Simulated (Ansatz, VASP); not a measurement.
**Rh in VASP and in Ansatz**

```xyz
2
Lattice="2.7157 0.0000 0.0000 -1.3579 2.3519 0.0000 0.0000 0.0000 4.3995" Properties=species:S:1:pos:R:3 pbc="T T T"
Rh   -0.1629    1.4739    0.8359
Rh    1.5208    0.8780    3.5636
```

Change from the starting cell: shortest bond scaled by 0.76, PAW files.

Alike in both runs: task single point; functional PBEsol; k mesh 13 × 13 × 7; occupations fermi-dirac, width 0.05 eV; no spin polarisation.

```csv
,VASP,Ansatz
version,VASP 6.6.1,Ansatz 0.2.0
potentials or method,"VASP PAW PBE potentials, release 64 (Rh_pv)","PAW with Ansatz's default frozen-core files, scalar-relativistic"
plane-wave cutoff (eV),520,420
valence electrons in the cell,30,34
```

|  | VASP | Ansatz | Ansatz less VASP |
| --- | --- | --- | --- |
| pressure (GPa) | 47.4 | 45.5 | -1.91 |
| traceless stress, the component that is largest in VASP (GPa) | 38.64 | 36.53 | -2.111 |
| rms of the force components (eV/Å) | 6.730 | 6.469 | -0.2603 |

VASP's potentials were made for PBE, not for PBEsol. Atom by atom the forces differ by 0.264 eV/Å (rms over components). Both programs put the cell under a high pressure, so it lies far from rest at this level. VASP's potentials hold 30 valence electrons a cell and Ansatz's 34, so a difference there can come from the potentials and not from the codes.
